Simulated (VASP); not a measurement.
SnGeH6, 8 atoms in the cell. The typed cell holds 8 atoms: a = 5.294 Å, b = 5.289 Å, c = 5.300 Å, α = 60.09°, β = 60.14°, γ = 60.08°. 

```yaml
Program: VASP 6.6.1
Task: single point
Functional: PBEsol
Potentials_or_basis: VASP PAW PBE potentials, release 64 (Sn_d, Ge_d, H)
Cutoff: 520 eV
k_mesh: 4 × 4 × 4
Occupations: fermi-dirac, width 0.05 eV
Spin: no spin polarisation
Dipole_correction: no
Further_INCAR_settings: ALGO = Normal; EDIFF = 1e-07; NBANDS = 27
```

Potentials or basis: VASP PAW PBE potentials, release 64 (Sn_d, Ge_d, H).

Command:

```console
$ cat potpaw_PBE.64/Sn_d/POTCAR potpaw_PBE.64/Ge_d/POTCAR potpaw_PBE.64/H/POTCAR > POTCAR
$ mpirun -np 1 vasp_std > vasp.out
```

Hardware: 1 thread of Oxide Virtual Turin-like Processor, with other jobs on the host.

Q: How long does it take, and how much memory?

A: Run time: 3.4 min on 1 thread of Oxide Virtual Turin-like Processor, on a shared host, peak memory 0.26 GiB. Counts: scf iterations 15, k points 36.
